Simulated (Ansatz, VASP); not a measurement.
# Two plane-wave programs on NaCl

```xyz
2
Lattice="3.5050 0.0000 0.0000 0.0000 3.5050 0.0000 0.0000 0.0000 3.5050" Properties=species:S:1:pos:R:3 pbc="T T T"
Na    0.0000    0.0000    0.0000
Cl    1.7525    1.7525    1.7525
```

Alike in both runs: functional PBE; k mesh 6 × 6 × 6; occupations gaussian, width 0.02 eV; no spin polarisation.

Ansatz relaxed the structure, and its values are those at the end. VASP's run is a single point on that final structure, the one shown.

|  | VASP | Ansatz |
| --- | --- | --- |
| version | VASP 6.6.1 | Ansatz 0.2.0 |
| potentials or method | VASP PAW PBE potentials, release 64 (Na_pv, Cl), cutoff 520 eV | scalar-relativistic, plane waves, PAW |
| valence electrons in the cell | 14 | 16 |

```tsv
	VASP	Ansatz	Ansatz less VASP
gap on the k mesh at the Fermi level (eV)	3.97	3.97	0.000
least direct gap on the mesh (eV)	4.46	4.46	0.000
pressure (GPa)	0.0	0.0	+0.05
```

With one functional, cell and mesh, what is left measures potentials, basis and numerics. VASP's potentials hold 14 valence electrons a cell and Ansatz's 16, so a difference there can come from the potentials and not from the codes.
